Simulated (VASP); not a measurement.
# Cr (Cmcm) in VASP: settings compared

Aim: see how the results for Cr move with the level of theory and the settings. Levels: PBE, r2SCAN. Tasks: single point.

Everything below comes from runs of VASP 6.6.1. Logs are shortened: lines on timing, memory, paths and dates and some standing lists are left out, and cuts for length are marked.

### Step 1. The cell of the first run

The structure is orthorhombic, space group Cmcm (No. 63). Conventional cell: a = 2.263 Å, b = 4.867 Å, c = 4.009 Å, α = 90.00°, β = 90.00°, γ = 90.00°. Within 3.0 Å of Cr (site symmetry m2m) lie 12 Cr at 2.26 to 2.68 Å.

### Step 2. Single point, PBE, collinear spin, ferromagnetic start (11.04 Å³/atom)

Contents of INCAR:

```
SYSTEM = Cr
PREC = Accurate
ENCUT = 520
EDIFF = 1E-6
ISMEAR = -1
SIGMA = 0.05
LREAL = .False.
LASPH = .True.
NELM = 150
ALGO = Fast
ISIF = 2
LWAVE = .False.
LCHARG = .True.
ISPIN = 2
MAGMOM = 3 3
LORBIT = 11
LMAXMIX = 4
GGA = PE
LELF = .True.
LVHAR = .True.
NBANDS = 23
```

Contents of KPOINTS:

```
regular mesh
0
Gamma
  13 13 7
  0 0 0
```

Contents of POSCAR:

```
Cr
1.0
    1.1315479221     -2.4336828554      0.0000000000
    1.1315479221      2.4336828554      0.0000000000
    0.0000000000      0.0000000000      4.0093808883
Cr
2
Direct
    0.8705325800      0.1294674200      0.7500000000
    0.1294674200      0.8705325800      0.2500000000
```

Potentials or basis: VASP PAW PBE potentials, release 64 (Cr_pv).

Launch:

```
cat potpaw_PBE.64/Cr_pv/POTCAR > POTCAR
mpirun -np 1 vasp_std > vasp.out
```

OUTCAR:

```text
SYSTEM = Cr
   PREC = Accurate
   ENCUT = 520
   EDIFF = 1E-6
   ISMEAR = -1
   LREAL = .False.
   LASPH = .True.
   NELM = 150
   ISIF = 2
   ISPIN = 2
   LORBIT = 11
   GGA = PE

 ion  position               nearest neighbor table
   1  0.871  0.129  0.750-   2 2.37   2 2.37   2 2.58   2 2.58   2 2.58   2 2.58
   2  0.129  0.871  0.250-   1 2.37   1 2.37   1 2.58   1 2.58   1 2.58   1 2.58

  LATTYP: Found a base centered orthorhombic cell.
 ALAT       =     2.2630958442
 B/A-ratio  =     2.1507554456
 C/A-ratio  =     1.7716354783

  Lattice vectors:

 A1 = (   1.1315479221,  -2.4336828554,   0.0000000000)
 A2 = (   1.1315479221,   2.4336828554,   0.0000000000)
 A3 = (   0.0000000000,   0.0000000000,   4.0093808883)

Analysis of symmetry for initial positions (statically):
=====================================================================
 Subroutine PRICEL returns:
 Original cell was already a primitive cell.

 Routine SETGRP: Setting up the symmetry group for a
 base centered orthorhombic supercell.

 Subroutine GETGRP returns: Found  8 space group operations
 (whereof  4 operations were pure point group operations)
 out of a pool of  8 trial point group operations.

The static configuration has the point symmetry C_2h.
 The point group associated with its full space group is D_2h.

Analysis of symmetry for dynamics (positions and initial velocities):
=====================================================================
 Subroutine PRICEL returns:
 Original cell was already a primitive cell.

 Routine SETGRP: Setting up the symmetry group for a
 base centered orthorhombic supercell.

 Subroutine GETGRP returns: Found  8 space group operations
 (whereof  4 operations were pure point group operations)
 out of a pool of  8 trial point group operations.

The dynamic configuration has the point symmetry C_2h.
 The point group associated with its full space group is D_2h.

Analysis of structural, dynamic, and magnetic symmetry:
=====================================================================
 Subroutine PRICEL returns:
 Original cell was already a primitive cell.

 Routine SETGRP: Setting up the symmetry group for a
 base centered orthorhombic supercell.

 Subroutine GETGRP returns: Found  8 space group operations
 (whereof  4 operations were pure point group operations)
 out of a pool of  8 trial point group operations.

The overall configuration has the point symmetry C_2h.
 The point group associated with its full space group is D_2h.

 Subroutine INISYM returns: Found  8 space group operations
 (whereof  4 operations are pure point group operations),
[... 119 lines left out ...]
  Thomas-Fermi vector in A             =   2.766427
   LORBIT       =     11    0 simple, 1 ext, 2 COOP (PROOUT), +10 PAW based schemes
   GGA     = PE    functional components
   LHFCALC =     F    Hartree Fock is set to
   AEXX    =    0.0000 exact exchange contribution
   IVDW    =     0    specifies the selected vdW correction
   LEPSILON=     F    determine dielectric tensor
   LRPA    =     F    only Hartree local field effects (RPA)
 spin polarized calculation
 RMM-DIIS sequential band-by-band and
  energy-cutoff  :      520.00
  volume of cell :       22.08
 maximum number of plane-waves:       619
   NGX =  9   NGY =  9   NGZ = 15

 number of electron      23.9999996 magnetization       0.0715764

 number of electron      23.9999996 magnetization      -0.0015252

 Free energy of the ion-electron system (eV)
  ---------------------------------------------------
  ext. energy  EPLUGINS =         0.00000000
  ---------------------------------------------------
  free energy    TOTEN  =       -18.30145794 eV

  energy without entropy =      -18.27909269  energy(sigma->0) =      -18.29027531

 E-fermi :  11.6017     XC(G=0): -13.9066

 val. band max:       11.6005673775   @ k =   0.3077   0.2308   0.1429
 cond. band min:      11.6077109873   @ k =   0.3077   0.1538   0.1429
 fundamental gap:      0.0071436098
 Fermi energy:        11.6016990809

 spin component 1

 k-point     1 :       0.0000    0.0000    0.0000
  band No.  band energies     occupation
      1     -31.9476      1.00000
      2     -31.3064      1.00000
      3     -31.0257      1.00000
      4     -30.8580      1.00000
      5     -30.7493      1.00000
      6     -30.7366      1.00000
[... 613 lines left out ...]
     22      23.8728      0.00000
     23      24.8815      0.00000

 [... further k-points ...]

 spin component 2

 k-point     1 :       0.0000    0.0000    0.0000
  band No.  band energies     occupation
      1     -31.9485      1.00000
      2     -31.3073      1.00000
      3     -31.0266      1.00000
      4     -30.8590      1.00000
      5     -30.7501      1.00000
      6     -30.7373      1.00000
[... 613 lines left out ...]
     22      23.8725      0.00000
     23      24.8814      0.00000

 [... further k-points ...]

------------------------ aborting loop because EDIFF is reached ----------------------------------------

  FORCE on cell =-STRESS in cart. coord.  units (eV):
  Direction    XX          YY          ZZ          XY          YZ          ZX
  --------------------------------------------------------------------------------------
  -------------------------------------------------------------------------------------
  Total        2.7025754      2.0731311      3.0784480      0.0000000     -0.0000000      0.0000000
  in kB      196.0849054    150.4156738    223.3562749      0.0000000     -0.0000000      0.0000000
  external PRESSURE =     189.9522847 kB  Pullay stress =       0.0000000 kB

 VOLUME and BASIS-vectors are now :
 -----------------------------------------------------------------------------
  energy-cutoff  :      520.00
  volume of cell :       22.08
      direct lattice vectors                 reciprocal lattice vectors
     1.131547922 -2.433682855  0.000000000     0.441872580 -0.205449941  0.000000000
     1.131547922  2.433682855  0.000000000     0.441872580  0.205449941  0.000000000
     0.000000000  0.000000000  4.009380888     0.000000000  0.000000000  0.249415066

 POSITION                                       TOTAL-FORCE (eV/Angst)
 -----------------------------------------------------------------------------------
      1.13155     -1.80352      3.00704         0.000000      0.205586      0.000000
      1.13155      1.80352      1.00235         0.000000     -0.205586      0.000000
 -----------------------------------------------------------------------------------
    total drift:                               -0.000000     -0.000000      0.000000

  FREE ENERGIE OF THE ION-ELECTRON SYSTEM (eV)
  ---------------------------------------------------
  free  energy   TOTEN  =       -18.3014579350 eV

  energy  without entropy=      -18.2790926949  energy(sigma->0) =      -18.29027531

 total charge

# of ion       s       p       d       tot
------------------------------------------
    1        0.459   6.416   4.331  11.207
    2        0.459   6.416   4.331  11.207
--------------------------------------------------
tot          0.918  12.833   8.663  22.413

 magnetization (x)

# of ion       s       p       d       tot
------------------------------------------
    1        0.000  -0.000  -0.001  -0.001
    2        0.000  -0.000  -0.001  -0.001
--------------------------------------------------
tot          0.000  -0.000  -0.001  -0.001
```

OSZICAR:

```text
N       E                     dE             d eps       ncg     rms          rms(c)
DAV:   1     0.242822327349E+03    0.24282E+03   -0.13238E+04 18136   0.131E+03
DAV:   2    -0.106359185663E+02   -0.25346E+03   -0.24400E+03 18592   0.383E+02
DAV:   3    -0.185215950109E+02   -0.78857E+01   -0.78261E+01 22883   0.793E+01
DAV:   4    -0.185866987259E+02   -0.65104E-01   -0.65051E-01 18670   0.740E+00
DAV:   5    -0.185875012249E+02   -0.80250E-03   -0.80250E-03 18865   0.770E-01    0.245E+01
RMM:   6    -0.180551894200E+02    0.53231E+00   -0.66761E+00 18842   0.216E+01    0.605E+00
RMM:   7    -0.182822195241E+02   -0.22703E+00   -0.39395E-01 19462   0.519E+00    0.455E+00
RMM:   8    -0.183026984937E+02   -0.20479E-01   -0.26269E-02 21014   0.152E+00    0.130E+00
RMM:   9    -0.183007563756E+02    0.19421E-02   -0.85416E-03 21039   0.873E-01    0.471E-01
RMM:  10    -0.183013581812E+02   -0.60181E-03   -0.24972E-03 20833   0.442E-01    0.128E-01
RMM:  11    -0.183014327622E+02   -0.74581E-04   -0.21900E-04 21874   0.157E-01    0.568E-02
RMM:  12    -0.183014576813E+02   -0.24919E-04   -0.42381E-05 21711   0.699E-02    0.190E-02
RMM:  13    -0.183014579350E+02   -0.25368E-06   -0.83240E-06 19352   0.290E-02
   1 F= -.18301458E+02 E0= -.18290275E+02  d E =-.223652E-01  mag=     0.0005
```

stdout:

```text
POSCAR found type information on POSCAR Cr
 POSCAR found :  1 types and       2 ions
 scaLAPACK will be used
 LDA part: xc-table for (Slater+PW92), standard interpolation
 POSCAR, INCAR and KPOINTS ok, starting setup
 FFT: planning ... GRIDC
 FFT: planning ... GRID_SOFT
 FFT: planning ... GRID
 WAVECAR not read
 entering main loop
WARNING in EDDRMM: call to ZHEGV failed, returncode =   6  3     19
```

Run time: 97 s. Hardware: 1 thread of AMD EPYC 9R45 (Zen 5), shared host; peak memory 0.21 GiB.

Results:

| Item | Value |
| --- | --- |
| Free energy | -18.3015 eV |
| Pressure | 19.0 GPa |
| Largest force | 0.206 eV/Å |
| Band gap on the k mesh | zero (filled and empty bands overlap) |
| Net moment | 0.00 μB per cell |
| Valence electrons inside the program's atomic spheres | Cr 11.21 |

Forces in eV/Å, atoms in the order of the input:
```
Cr   0.000  0.206  0.000
Cr   0.000 -0.206  0.000
```

Caveat: the stress differs along the axes, from 15 to 22 GPa; an empty level that is flat over the whole mesh can mark a ghost state of the potentials, or a narrow d or f band; the moments typed at the start vanished in this run.

### Step 3. Single point, PBE, collinear spin, ferromagnetic start (11.27 Å³/atom)

This run uses another cell than the first one, of 11.27 Å³/atom.

Contents of INCAR:

```
SYSTEM = Cr
ALGO = Normal ; EDIFF = 1E-7
ENCUT = 520 ; GGA = PE
ISIF = 2 ; ISMEAR = -1
ISPIN = 2 ; LASPH = .TRUE.
LCHARG = .FALSE. ; LMAXMIX = 4
LORBIT = 11 ; LREAL = .FALSE.
LWAVE = .FALSE. ; MAGMOM = 3 3
NBANDS = 23 ; NELM = 150
PREC = Accurate ; SIGMA = 0.05
```

Contents of KPOINTS:

```
k-points
0
G
  13 13 7
  0 0 0
```

Contents of POSCAR:

```
Cr
1.0
    1.1393519475     -2.4504674055      0.0000000000
    1.1393519475      2.4504674055      0.0000000000
    0.0000000000      0.0000000000      4.0370326648
Cr
2
Direct
    0.8705325800      0.1294674200      0.7500000000
    0.1294674200      0.8705325800      0.2500000000
```

Potentials or basis: VASP PAW PBE potentials, release 64 (Cr_pv).

Launch:

```
cat potpaw_PBE.64/Cr_pv/POTCAR > POTCAR
mpirun -np 1 vasp_std > vasp.out
```

Wall time 1.8 min (1 thread of AMD EPYC 9R45 (Zen 5), shared host); peak memory 0.22 GiB.

Results (log left out):

```
Free energy                                           : -18.3475 eV
Pressure                                              : 12.9 GPa
Largest force                                         : 0.192 eV/Å
Band gap on the k mesh                                : zero (filled and empty bands overlap)
Net moment                                            : 0.00 μB per cell
Valence electrons inside the program's atomic spheres : Cr 11.16
```

Forces on the atoms (eV/Å):
```
Cr   0.000  0.192  0.000
Cr   0.000 -0.192  0.000
```

Stress tensor (GPa, compression positive):
```
13.21  0.00  0.00
 0.00  9.30  0.00
 0.00  0.00 16.11
```

Levels at points of the mesh, in eV from the Fermi level:
Spin up:
```
           k point  band 9  band 10  band 11  band 12  band 13  band 14  band 15  band 16
(0.00, 0.00, 0.00)   -2.22    -1.99    -0.90     0.18     1.05     1.06     1.08     1.75
```
Spin down:
```csv
k point,band 9,band 10,band 11,band 12,band 13,band 14,band 15,band 16
"(0.00, 0.00, 0.00)",-2.22,-1.99,-0.90,0.18,1.05,1.06,1.08,1.75
```

Caveat: the stress differs along the axes, from 9 to 16 GPa; an empty level that is flat over the whole mesh can mark a ghost state of the potentials, or a narrow d or f band; the moments typed at the start vanished in this run.

### Step 4. Single point, r2SCAN, collinear spin, ferromagnetic start

This run uses another cell than the first one, of 11.59 Å³/atom.

Contents of POSCAR:

```
Cr
1.0
    1.1464269772     -2.4665797770      0.0000000000
    1.1464269772      2.4665797770      0.0000000000
    0.0000000000      0.0000000000      4.1003420239
Cr
2
Direct
    0.8684358732      0.1315641268      0.7500000000
    0.1315641268      0.8684358732      0.2500000000
```

Contents of INCAR.step1:

```
SYSTEM = Cr
ALGO = Normal
EDIFF = 1E-4
ENCUT = 520
GGA = PE
ISMEAR = -1
ISPIN = 2
LASPH = .TRUE.
LCHARG = .FALSE.
LMAXMIX = 4
LREAL = .FALSE.
LWAVE = .TRUE.
MAGMOM = 3 3
NBANDS = 23
NELM = 150
PREC = Accurate
SIGMA = 0.05
```

Contents of INCAR.step2:

```
SYSTEM = Cr
ALGO = Normal
EDIFF = 1E-6
ENCUT = 520
ISIF = 2
ISMEAR = -1
ISPIN = 2
ISTART = 1
LASPH = .TRUE.
LCHARG = .TRUE.
LELF = .TRUE.
LMAXMIX = 4
LMIXTAU = .TRUE.
LORBIT = 11
LREAL = .FALSE.
LVHAR = .TRUE.
LWAVE = .FALSE.
MAGMOM = 3 3
METAGGA = R2SCAN
NBANDS = 23
NELM = 150
PREC = Accurate
SIGMA = 0.05
```

KPOINTS is that of step 3.

Launch:

```
cat potpaw_PBE.64/Cr_pv/POTCAR > POTCAR
cp INCAR.step1 INCAR
mpirun -np 1 vasp_std > vasp.out
cp INCAR.step2 INCAR
mpirun -np 1 vasp_std > vasp.out
```

It took 4.6 min on 1 thread of Intel Xeon 6975P-C (Granite Rapids), shared host; peak memory 0.26 GiB.

The run converged. Its results:

```yaml
Free_energy: -28.9079 eV
Pressure: 0.8 GPa
Largest_force: 0.005 eV/Å
Band_gap_on_the_k_mesh: zero (filled and empty bands overlap)
Net_moment: 0.00 μB per cell
Valence_electrons_inside_the_program's_atomic_spheres: Cr 11.31
```

Forces in eV/Å, atoms in the order of the input:
```
Cr   0.000 -0.005  0.000
Cr   0.000  0.005  0.000
```

Stress tensor (GPa, compression positive):
```
1.08 0.00 0.00
0.00 0.65 0.00
0.00 0.00 0.78
```

Levels at points of the mesh, in eV from the Fermi level:
Spin up:
```tsv
k point	band 9	band 10	band 11	band 12	band 13	band 14	band 15	band 16
(0.00, 0.00, 0.00)	-2.33	-2.13	-0.88	0.19	0.66	1.18	1.22	1.90
```
Spin down:
| k point | band 8 | band 9 | band 10 | band 11 | band 12 | band 13 | band 14 | band 15 | band 16 | band 17 |
| --- | --- | --- | --- | --- | --- | --- | --- | --- | --- | --- |
| (0.00, 0.00, 0.00) | -4.54 | -2.33 | -2.13 | -0.88 | 0.19 | 0.66 | 1.18 | 1.22 | 1.90 | 2.13 |

Caveat: the moments typed at the start vanished in this run; the PAW data sets were made with another functional, which shifts forces and pressure a little.
